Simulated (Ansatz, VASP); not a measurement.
# Two plane-wave programs on CdH2O2

```
CELL_PARAMETERS angstrom
3.93960 0.00000 0.00000
-1.96980 3.41179 0.00000
0.00000 0.00000 4.55681
ATOMIC_POSITIONS crystal
Cd 0.33333 0.66667 0.98730
H 0.00000 0.00000 0.00808
H 0.66667 0.33333 0.43189
O 0.00000 0.00000 0.78619
O 0.66667 0.33333 0.21189
```

Alike in both runs: task single point; functional PBEsol; dispersion D3(BJ); k mesh 6 × 6 × 4; no spin polarisation.

|  | VASP | Ansatz |
| --- | --- | --- |
| version | VASP 6.6.1 | Ansatz 0.2.0 |
| potentials or method | VASP PAW PBE potentials, release 64 (Cd_sv_GW, H, O), cutoff 600 eV | plane waves, PAW |
| occupations | gaussian, width 0.01 eV | fixed |
| valence electrons in the cell | 34 | 34 |

```tsv
	VASP	Ansatz	Ansatz less VASP
pressure (GPa)	-10.6	-10.4	+0.24
traceless stress, the component that is largest in VASP (GPa)	0.53	0.14	-0.390
```

VASP's potentials were made for PBE, not for PBEsol.
